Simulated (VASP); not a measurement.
Input of a VASP 6.6.1 run:

File INCAR:

```
SYSTEM = HfN
PREC = Accurate
ENCUT = 520
EDIFF = 1E-6
ISMEAR = -1
SIGMA = 0.05
LREAL = .FALSE.
LASPH = .TRUE.
NELM = 100
ALGO = Normal
ISIF = 2
LWAVE = .FALSE.
LCHARG = .TRUE.
GGA = PE
LELF = .TRUE.
LVHAR = .TRUE.
NBANDS = 14
```

File KPOINTS:

```
regular mesh
0
G
  9 9 9
  0 0 0
```

File POSCAR:

```
HfN
1.0
    0.0000000000      2.4578222965      2.4578222965
    2.4578222965      0.0000000000      2.4578222965
    2.4578222965      2.4578222965      0.0000000000
Hf N
1 1
Direct
    0.0000000000      0.0000000000      0.0000000000
    0.2500000000      0.2500000000      0.2500000000
```

Potentials or basis: VASP PAW PBE potentials, release 64 (Hf_pv, N).

Launch:

```console
$ cat potpaw_PBE.64/Hf_pv/POTCAR potpaw_PBE.64/N/POTCAR > POTCAR
$ mpirun -np 1 vasp_std > vasp.out
```

(1) What does it give for the pressure?

Answers

(1) -1.0 GPa.
